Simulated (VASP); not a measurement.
Wanted: the native input for a VASP 6.6.1 run.

```yaml
Task: single point
Functional: PBEsol
Potentials_or_basis: VASP PAW PBE potentials, release 64 (Be, C)
Cutoff: 600 eV
k_mesh: 10 × 10 × 10
Occupations: gaussian, width 0.05 eV
Spin: no spin polarisation
Dipole_correction: no
Further_INCAR_settings: ALGO = Normal; EDIFF = 1e-06; NBANDS = 11
```

The structure of Be2C lies in POSCAR:

```
Be2C
1.0
    0.0000000000      2.1553075393      2.1553075393
    2.1553075393      0.0000000000      2.1553075393
    2.1553075393      2.1553075393      0.0000000000
Be C
2 1
Direct
    0.2500000000      0.2500000000      0.2500000000
    0.7500000000      0.7500000000      0.7500000000
    0.0000000000      0.0000000000      0.0000000000
```

One way to write it, as run:

INCAR

```
SYSTEM = Be2C
PREC     = Accurate       ! precision mode
ENCUT    = 600            ! plane-wave cutoff, eV
EDIFF    = 1E-6           ! SCF threshold, eV
ISMEAR   = 0              ! smearing method
SIGMA    = 0.05           ! smearing width, eV
LREAL    = .FALSE.        ! projectors in reciprocal space
LASPH    = .TRUE.         ! aspherical terms in the spheres
NELM     = 120            ! most SCF steps
ALGO     = Normal         ! electronic algorithm
ISIF     = 2              ! what is computed and relaxed
LWAVE    = .FALSE.        ! write WAVECAR
LCHARG   = .FALSE.        ! write CHGCAR
GGA      = PS             ! functional
NBANDS   = 11             ! bands
GGA_COMPAT= .FALSE.
```

KPOINTS

```
Automatic mesh
0
G
  10 10 10
  0 0 0
```

Potentials or basis: VASP PAW PBE potentials, release 64 (Be, C).

Run with:

```bash
$ cat potpaw_PBE.64/Be/POTCAR potpaw_PBE.64/C/POTCAR > POTCAR
$ mpirun -np 1 vasp_std > vasp.out
```

Results of the run:

```yaml
Pressure: 0.6 GPa
Band_gap_on_the_k_mesh: 1.07 eV (least direct gap 4.11 eV)
```

Caveat: the PAW data sets were made with another functional, which shifts forces and pressure a little.

It took 8.2 s on 1 thread of Intel Xeon 8259CL (shared host), peak memory 0.14 GiB.
